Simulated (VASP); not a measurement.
# Sb (P6/mmm) in VASP: notebook

Runs on Sb. Level: PBE. Tasks: single point.

All numbers are computed with VASP 6.6.1; they aren't measurements. Logs are shortened: lines on timing, memory, paths and dates and some standing lists are left out, and cuts for length are marked.

### Step 1. The cell of the first run

The structure is hexagonal, space group P6/mmm (No. 191). The conventional cell has a = 2.455 Å, b = 2.455 Å, c = 2.302 Å, α = 90.00°, β = 90.00°, γ = 120.00°. Within 3.0 Å of Sb (site symmetry 6/mmm) lie 8 Sb at 2.30 to 2.46 Å.

### Step 2. Single point, PBE

INCAR

```
SYSTEM = Sb
PREC = Accurate
ENCUT = 520
EDIFF = 1E-6
ISMEAR = -1
SIGMA = 0.1
LREAL = .False.
LASPH = .True.
NELM = 80
ALGO = Normal
ISIF = 2
LWAVE = .False.
LCHARG = .True.
GGA = PE
LELF = .True.
LVHAR = .True.
NBANDS = 8
```

KPOINTS

```
regular mesh
0
Gamma
  18 18 16
  0 0 0
```

POSCAR

```
Sb
1.0
    2.4550816757      0.0000000000      0.0000000000
   -1.2275408379      2.1261630995      0.0000000000
    0.0000000000      0.0000000000      2.3018721286
Sb
1
Direct
    0.0000000000      0.0000000000      0.0000000000
```

Potentials or basis: VASP PAW PBE potentials, release 64 (Sb).

The run is started by

```sh
$ cat potpaw_PBE.64/Sb/POTCAR > POTCAR
$ mpirun -np 1 vasp_std > vasp.out
```

OUTCAR:

```text
SYSTEM = Sb
   PREC = Accurate
   ENCUT = 520
   EDIFF = 1E-6
   ISMEAR = -1
   LREAL = .False.
   LASPH = .True.
   NELM = 80
   ISIF = 2
   GGA = PE

 ion  position               nearest neighbor table
   1  0.000  0.000  0.000-

  LATTYP: Found a hexagonal cell.
 ALAT       =     2.4550816757
 C/A-ratio  =     0.9375949287

  Lattice vectors:

 A1 = (   2.4550816757,   0.0000000000,   0.0000000000)
 A2 = (  -1.2275408379,   2.1261630995,   0.0000000000)
 A3 = (   0.0000000000,   0.0000000000,   2.3018721286)

Analysis of symmetry for initial positions (statically):
=====================================================================
 Subroutine PRICEL returns:
 Original cell was already a primitive cell.

 Routine SETGRP: Setting up the symmetry group for a
 hexagonal supercell.

 Subroutine GETGRP returns: Found 24 space group operations
 (whereof 24 operations were pure point group operations)
 out of a pool of 24 trial point group operations.

The static configuration has the point symmetry D_6h.

Analysis of symmetry for dynamics (positions and initial velocities):
=====================================================================
 Subroutine PRICEL returns:
 Original cell was already a primitive cell.

 Routine SETGRP: Setting up the symmetry group for a
 hexagonal supercell.

 Subroutine GETGRP returns: Found 24 space group operations
 (whereof 24 operations were pure point group operations)
 out of a pool of 24 trial point group operations.

The dynamic configuration has the point symmetry D_6h.

 Subroutine INISYM returns: Found 24 space group operations
 (whereof 24 operations are pure point group operations),
 and found     1 'primitive' translations

----------------------------------------------------------------------------------------

                                     Primitive cell

  volume of cell :      12.0156

  direct lattice vectors                    reciprocal lattice vectors
     2.455081676  0.000000000  0.000000000     0.407318424  0.235165402  0.000000000
    -1.227540838  2.126163099  0.000000000     0.000000000  0.470330804  0.000000000
     0.000000000  0.000000000  2.301872129     0.000000000  0.000000000  0.434428997

  length of vectors
     2.455081676  2.455081676  2.301872129     0.470330804  0.470330804  0.434428997

  position of ions in fractional coordinates (direct lattice)
     0.000000000  0.000000000  0.000000000

  ion indices of the primitive-cell ions
   primitive index   ion index
                 1           1

----------------------------------------------------------------------------------------

 KPOINTS: regular mesh

Automatic generation of k-mesh.
 Grid dimensions read from file:
 generate k-points for:   18   18   16

 Generating k-lattice:

  Cartesian coordinates                     Fractional coordinates (reciprocal lattice)
     0.022628801  0.013064745  0.000000000     0.055555556  0.000000000  0.000000000
     0.000000000  0.026129489  0.000000000     0.000000000  0.055555556  0.000000000
     0.000000000  0.000000000  0.027151812     0.000000000  0.000000000  0.062500000

  Length of vectors
     0.026129489  0.026129489  0.027151812

  Shift w.r.t. Gamma in fractional coordinates (k-lattice)
     0.000000000  0.000000000  0.000000000

 Subroutine IBZKPT returns following result:
 ===========================================

 Found    333 irreducible k-points:

 Following reciprocal coordinates:
            Coordinates               Weight
  0.000000  0.000000  0.000000      1.000000
  0.055556 -0.000000  0.000000      6.000000
  0.111111 -0.000000  0.000000      6.000000
  0.166667  0.000000  0.000000      6.000000
  0.222222 -0.000000  0.000000      6.000000
  0.277778  0.000000  0.000000      6.000000
[... 16 lines left out ...]
  0.333333  0.111111  0.000000     12.000000
  0.388889  0.111111  0.000000     12.000000
 [... further k-points ...]
   k-points           NKPTS =    333   k-points in BZ     NKDIM =    333   number of bands    NBANDS=      8
   number of dos      NEDOS =    301   number of ions     NIONS =      1
   total plane-waves  NPLWV =   5832
   dimension x,y,z NGX =    18 NGY =   18 NGZ =   18
   dimension x,y,z NGXF=    36 NGYF=   36 NGZF=   36
   ions per type =               1
   NGX,Y,Z   is equivalent  to a cutoff of  12.19, 12.19, 13.00 a.u.
   NGXF,Y,Z  is equivalent  to a cutoff of  24.38, 24.38, 26.00 a.u.
 SYSTEM =  Sb
   PREC   = accura    normal or accurate (medium, high low for compatibility)
   ISTART =      0    job   : 0-new  1-cont  2-samecut
   ICHARG =      2    charge: 1-file 2-atom 10-const
   ISPIN  =      1    spin polarized calculation?
   LNONCOLLINEAR =      F non collinear calculations
   LSORBIT =      F    spin-orbit coupling
   LASPH  =      T    aspherical Exc in radial PAW
   ENCUT  =  520.0 eV  38.22 Ry    6.18 a.u.   4.56  4.56  4.28*2*pi/ulx,y,z
   NELM   =     80;   NELMIN=  2; NELMDL= -5     # of ELM steps
   EDIFF  = 0.1E-05   stopping-criterion for ELM
   LREAL  =      F    real-space projection
   EDIFFG = 0.1E-04   stopping-criterion for IOM
   NSW    =      0    number of steps for IOM
   IBRION =     -1    ionic relax: 0-MD 1-quasi-New 2-CG
   NFREE  =      0    steps in history (QN), initial steepest desc. (CG)
   ISIF   =      2    stress and relaxation
   ISYM   =      2    0-nonsym 1-usesym 2-fastsym
   POTIM  = 0.5000    time-step for ionic-motion
   TEBEG  =    0.0;   TEEND  =   0.0 temperature during run
   PSTRESS=    0.0 pullay stress
   NELECT =       5.0000    total number of electrons
   NUPDOWN=      -1.0000    fix difference up-down
   EMIN   =  10.00;   EMAX   =-10.00  energy-range for DOS
   EFERMI =   0.00;   METHOD = LEGACY
   ISMEAR =    -1;   SIGMA  =   0.10  broadening in eV -4-tet -1-fermi 0-gaus
   EFERMI_NEDOS =   21; number of points for ismear=-14 and -15
   IALGO  =     38    algorithm
   IMIX   =      4    mixing-type and parameters
     AMIX     =   0.40;   BMIX     =  1.00
     AMIX_MAG =   1.60;   BMIX_MAG =  1.00
  volume/ion in A,a.u.               =      12.02        81.08
  Fermi-wavevector in a.u.,A,eV,Ry     =   1.222222  2.309666 20.324760  1.493828
  Thomas-Fermi vector in A             =   2.357377
   LORBIT       =      0    0 simple, 1 ext, 2 COOP (PROOUT), +10 PAW based schemes
   GGA     = PE    functional components
   LHFCALC =     F    Hartree Fock is set to
   AEXX    =    0.0000 exact exchange contribution
   IVDW    =     0    specifies the selected vdW correction
   LEPSILON=     F    determine dielectric tensor
   LRPA    =     F    only Hartree local field effects (RPA)
 non-spin polarized calculation
  energy-cutoff  :      520.00
  volume of cell :       12.02
 maximum number of plane-waves:       336
   NGX =  9   NGY =  9   NGZ =  9

 number of electron       5.0000000 magnetization

 Free energy of the ion-electron system (eV)
  ---------------------------------------------------
  ext. energy  EPLUGINS =         0.00000000
  ---------------------------------------------------
  free energy    TOTEN  =         4.99286920 eV

  energy without entropy =        5.00518197  energy(sigma->0) =        4.99902558

 E-fermi :  24.9271     XC(G=0): -14.0922

 val. band max:       24.9116306340   @ k =   0.3333   0.0556   0.5000
 cond. band min:      24.9401600917   @ k =   0.2778   0.1111   0.1250
 fundamental gap:      0.0285294577
 Fermi energy:        24.9270827514

 k-point     1 :       0.0000    0.0000    0.0000
  band No.  band energies     occupation
      1       1.2575      2.00000
      2      29.7216      0.00000
      3      32.4060      0.00000
      4      33.9590      0.00000
      5      34.6433      0.00000
      6      34.6433      0.00000
      7      37.0450      0.00000
      8      37.0450      0.00000

 k-point     2 :       0.0556   -0.0000    0.0000
  band No.  band energies     occupation
      1       1.3742      2.00000
      2      29.8738      0.00000
      3      31.8888      0.00000
      4      33.3734      0.00000
      5      33.9063      0.00000
      6      34.3376      0.00000
      7      37.7429      0.00000
      8      38.0294      0.00000

 k-point     3 :       0.1111   -0.0000    0.0000
  band No.  band energies     occupation
      1       1.7251      2.00000
      2      29.8549      0.00000
      3      30.3234      0.00000
      4      32.5797      0.00000
      5      32.7687      0.00000
      6      34.4321      0.00000
      7      38.9568      0.00000
      8      39.5367      0.00000

 k-point     4 :       0.1667    0.0000    0.0000
  band No.  band energies     occupation
      1       2.3134      2.00000
      2      27.1450      0.00000
      3      31.0498      0.00000
      4      31.1823      0.00000
      5      32.4841      0.00000
      6      34.5795      0.00000
      7      40.1838      0.00000
      8      41.1922      0.00000

 k-point     5 :       0.2222   -0.0000    0.0000
  band No.  band energies     occupation
      1       3.1433      2.00000
      2      24.2737      1.99710
      3      29.8430      0.00000
      4      32.0184      0.00000
      5      32.2795      0.00000
      6      34.7259      0.00000
      7      41.3291      0.00000
      8      43.0751      0.00000
[... 177 lines left out ...]
 k-point    22 :       0.2778    0.1111    0.0000
  band No.  band energies     occupation
      1       5.9132      2.00000
      2      18.8674      2.00000
      3      24.4486      1.98342
      4      34.5374      0.00000
      5      34.8530      0.00000
      6      35.6347      0.00000
      7      41.6757      0.00000
      8      42.6963      0.00000

 k-point    23 :       0.3333    0.1111    0.0000
  band No.  band energies     occupation
      1       7.4932      2.00000
      2      16.2089      2.00000
      3      23.8104      1.99997
      4      34.5326      0.00000
      5      35.6398      0.00000
      6      36.2056      0.00000
      7      41.5064      0.00000
      8      42.5917      0.00000

 k-point    24 :       0.3889    0.1111    0.0000
  band No.  band energies     occupation
      1       9.3137      2.00000
      2      13.7258      2.00000
      3      23.4104      2.00000
      4      34.4970      0.00000
      5      35.7197      0.00000
      6      37.5590      0.00000
      7      40.2847      0.00000
      8      42.6639      0.00000

 [... further k-points ...]
[... 5 lines left out ...]
  --------------------------------------------------------------------------------------
  -------------------------------------------------------------------------------------
  Total       28.6782167     28.6782167     28.1676283     -0.0000000     -0.0000000      0.0000000
  in kB     3824.0099125   3824.0099124   3755.9270461     -0.0000001     -0.0000000      0.0000000
  external PRESSURE =    3801.3156237 kB  Pullay stress =       0.0000000 kB

 VOLUME and BASIS-vectors are now :
 -----------------------------------------------------------------------------
  energy-cutoff  :      520.00
  volume of cell :       12.02
      direct lattice vectors                 reciprocal lattice vectors
     2.455081676  0.000000000  0.000000000     0.407318424  0.235165402  0.000000000
    -1.227540838  2.126163099  0.000000000     0.000000000  0.470330804  0.000000000
     0.000000000  0.000000000  2.301872129     0.000000000  0.000000000  0.434428997

 POSITION                                       TOTAL-FORCE (eV/Angst)
 -----------------------------------------------------------------------------------
      0.00000      0.00000      0.00000        -0.000000      0.000000      0.000000
 -----------------------------------------------------------------------------------
    total drift:                                0.000000      0.000000      0.000000

  FREE ENERGIE OF THE ION-ELECTRON SYSTEM (eV)
  ---------------------------------------------------
  free  energy   TOTEN  =         4.9928691986 eV

  energy  without entropy=        5.0051819670  energy(sigma->0) =        4.99902558
```

Wall time 17 s (1 thread of Intel Xeon 6975P-C, shared host); peak memory 0.14 GiB.

Results:

```yaml
Free_energy: 4.9929 eV
Pressure: 380.1 GPa
```

Caveat: spin-orbit coupling is left out, which moves the levels of the heavy elements.

(Continued in part 2 of 2.)
